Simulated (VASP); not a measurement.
Runs of VASP 6.6.1 on PtSe2. The structure is that of space group C2/m (No. 12), or close to it. The cells are those of the table. 

```tsv
cell	gap on the mesh (eV)	pressure (GPa)	largest force (eV/Å)
a = 3.739, b = 4.167, c = 4.630 Å, angles 90.0, 90.0, 116.7°, 3 atoms	none	-14.4	0.91
a = 4.019, b = 4.231, c = 4.630 Å, angles 90.0, 90.0, 118.4°, 3 atoms	none	-19.3	1.24
a = 4.019, b = 3.811, c = 4.630 Å, angles 90.0, 90.0, 121.8°, 3 atoms	none	(a)	0.59
a = 4.300, b = 3.887, c = 4.630 Å, angles 90.0, 90.0, 123.6°, 3 atoms	none	-14.1	0.87
```

Alike in all rows: task single point; level PBEsol+D3(BJ); potentials or basis VASP PAW PBE potentials, release 64 (Pt, Se); no spin polarisation; k mesh 12 × 12 × 8; cutoff (eV) 520; smearing gaussian 0.15 eV.

Task: Estimate the missing entries.

Result: (a) -9.2.

Caveats: the cell stands under tension; the PAW data sets were made with another functional, which shifts forces and pressure a little; spin-orbit coupling is left out, which moves the levels of the heavy elements.

A k mesh can miss the band edges, and the runs leave out spin-orbit coupling on Pt, Se.

A gap of «none» marks levels without a gap at the run's occupations.
